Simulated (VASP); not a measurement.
## HC18Cl: single point with PBE+D3(BJ)

The system is HC18Cl, a slab with vacuum.

```
CELL_PARAMETERS angstrom
7.39800 0.00000 0.00000
-3.69900 6.40686 0.00000
0.00000 0.00000 11.00000
ATOMIC_POSITIONS crystal
C 0.99732 0.99430 0.08910
C 0.22163 0.10642 0.08913
C 0.99963 0.32835 0.08877
C 0.21934 0.43839 0.08886
C 0.99838 0.65989 0.08882
C 0.22082 0.77099 0.08877
C 0.33281 0.99527 0.08907
C 0.55257 0.10504 0.08918
C 0.33149 0.32616 0.08913
C 0.55385 0.43741 0.08918
C 0.33059 0.66093 0.08889
C 0.55495 0.77310 0.08919
C 0.66485 0.99286 0.08919
C 0.88731 0.10408 0.08907
C 0.66356 0.32736 0.08914
C 0.88824 0.43961 0.08900
C 0.66612 0.66192 0.08916
C 0.88598 0.77197 0.08903
Cl 0.01805 0.52999 0.41053
H 0.96822 0.52160 0.29677
```

| Item | Value |
| --- | --- |
| Program | VASP 6.6.1 |
| Task | single point |
| Functional | PBE |
| Dispersion | D3(BJ) |
| Potentials or basis | VASP PAW PBE potentials, release 64 (C, Cl, H) |
| Cutoff | 520 eV |
| k mesh | 2 × 2 × 1 |
| Occupations | fermi-dirac, width 0.02 eV |
| Spin | no spin polarisation |

- Largest force: 0.147 eV/Å
- Band gap on the k mesh: 0.20 eV, direct
- Dispersion energy per atom: -0.089 eV

Forces on the atoms (eV/Å):
```
C   -0.015  0.003  0.001
C    0.013  0.001  0.001
C   -0.030  0.010 -0.002
C    0.017  0.027  0.002
C   -0.012 -0.025  0.001
C    0.006 -0.004 -0.001
C    0.005 -0.003  0.000
C    0.013 -0.007 -0.002
C    0.003  0.024  0.002
C   -0.002  0.016 -0.001
C   -0.001 -0.013 -0.001
C    0.000 -0.019 -0.002
C    0.004  0.018  0.001
C   -0.010 -0.006  0.000
C    0.029  0.011 -0.001
C   -0.011  0.000 -0.004
C    0.005 -0.014  0.000
C   -0.012 -0.021  0.005
Cl  -0.037 -0.005 -0.140
H    0.038  0.008  0.142
```

Levels at points of the mesh, in eV from the valence-band top:
```csv
k point,band 36,band 37,band 38,band 39,band 40,band 41,band 42,band 43,band 44,band 45
"(0.00, 0.00, 0.00)",-3.14,-2.95,-2.95,-0.04,0.00,0.20,0.22,3.24,4.58,4.72
"(0.50, 0.00, 0.00)",-2.60,-2.56,-2.52,-2.51,-2.26,1.77,2.54,2.59,2.62,2.66
"(0.00, 0.50, 0.00)",-2.58,-2.56,-2.54,-2.52,-2.25,1.75,2.55,2.58,2.64,2.68
"(0.50, 0.50, 0.00)",-2.60,-2.56,-2.52,-2.52,-2.26,1.77,2.53,2.59,2.64,2.66
```

Run time: 2.4 min on 1 thread of Intel(R) Xeon(R) 6975P-C (Granite Rapids), on a shared host, peak memory 0.61 GiB.

Caveat: the k points lie up to 0.49 Å⁻¹ apart.
